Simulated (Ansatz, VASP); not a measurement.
Os: VASP beside Ansatz

```
CELL_PARAMETERS angstrom
0.00000 1.99982 1.83983
1.99982 0.00000 1.83983
1.99982 1.99982 0.00000
ATOMIC_POSITIONS crystal
Os 0.00000 0.00000 0.00000
```

Alike in both runs: task single point; functional PBEsol; k mesh 24 × 24 × 24; occupations gaussian, width 0.15 eV; no spin polarisation.

|  | VASP | Ansatz |
| --- | --- | --- |
| version | VASP 6.6.1 | Ansatz 0.2.0 |
| potentials or method | VASP PAW PBE potentials, release 64 (Os), cutoff 520 eV | scalar-relativistic, plane waves, PAW |
| valence electrons in the cell | 8 | 16 |

VASP gave:

- gap on the k mesh at the Fermi level (eV): none
- pressure (GPa): -18.9
- traceless stress, the component that is largest in VASP (GPa): 18.46

Problem. Estimate Ansatz's values.

Solution. gap on the k mesh at the Fermi level (eV): none; pressure (GPa): -18.9; traceless stress, the component that is largest in VASP (GPa): 18.55.

VASP's potentials were made for PBE, not for PBEsol. A gap of «none» marks a metal or a gap that the smearing closes. VASP's potentials hold 8 valence electrons a cell and Ansatz's 16, so a difference there can come from the potentials and not from the codes.

Neither program's run includes spin-orbit coupling.
